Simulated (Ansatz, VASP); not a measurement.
One calculation of Hf3B2, two programs

The input INCAR:

```
SYSTEM = Hf3B2
ALGO = Fast ; EDIFF = 1E-6
EDIFFG = -0.01 ; ENCUT = 600
GGA = PE ; IBRION = 2
ISIF = 3 ; ISMEAR = 0
LASPH = .TRUE. ; LCHARG = .FALSE.
LREAL = .FALSE. ; LWAVE = .FALSE.
NELM = 80 ; NSW = 100
PREC = Accurate ; SIGMA = 0.1
```

File KPOINTS:

```
k-points
0
G
  8 8 8
  0 0 0
```

Contents of POSCAR:

```
Hf3B2
1.0
    4.4316360089      0.0000000000      0.0000000000
    0.0000000000      4.4316360089      0.0000000000
    0.0000000000      0.0000000000      4.4316360089
Hf B
3 2
Direct
    0.0000000000      0.5000000000      0.0000000000
    0.0000000000      0.0000000000      0.5000000000
    0.5000000000      0.0000000000      0.0000000000
    0.5000000000      0.5000000000      0.5000000000
    0.0000000000      0.0000000000      0.0000000000
```

Input for Ansatz:

```yaml
crystal:
  lattice:
    - [4.4316360089, 0.0, 0.0]
    - [0.0, 4.4316360089, 0.0]
    - [0.0, 0.0, 4.4316360089]
  atoms:
    - { symbol: Hf, position: [0.0, 0.5, 0.0] }
    - { symbol: Hf, position: [0.0, 0.0, 0.5] }
    - { symbol: Hf, position: [0.5, 0.0, 0.0] }
    - { symbol: B, position: [0.5, 0.5, 0.5] }
    - { symbol: B, position: [0.0, 0.0, 0.0] }
basis:
  ecutwfc: 420
kpoints:
  mp_grid: { grid: [8, 8, 8] }
hamiltonian:
  xc: pbe
scf:
  occupations: { method: gaussian, width: 0.1 }
output:
  forces: true
  stress: true
  eigenvalues: true
  write_density: true
  write_potential: true
  elf: true
  volumetric_format: npy
relax:
  adjacent_minimum: "off"
  f_tol: 0.01
  max_steps: 80
  cell: { stress_tol: 0.05 }
```

Alike in both runs: task relaxation of cell and atoms; functional PBE; k mesh 8 × 8 × 8; occupations gaussian, width 0.1 eV; no spin polarisation.

|  | VASP | Ansatz |
| --- | --- | --- |
| version | VASP 6.6.1 | Ansatz 0.2.0 |
| potentials or method | VASP PAW PBE potentials, release 64 (Hf_pv, B), cutoff 600 eV | scalar-relativistic, plane waves, PAW |
| valence electrons in the cell | 36 | 84 |

```tsv
	VASP	Ansatz	Ansatz less VASP
gap on the k mesh at the Fermi level, each at its own relaxed structure (eV)	none	none	-
relaxed volume (Å³/atom)	17.39	17.42	+0.032
relaxed length of the cell vector where the two differ most in proportion (Å)	4.430	4.433	+0.0027
```

A gap of «none» marks a metal or a gap that the smearing closes. VASP's potentials hold 36 valence electrons a cell and Ansatz's 84, so a difference there can come from the potentials and not from the codes.

Neither program's run includes spin-orbit coupling.
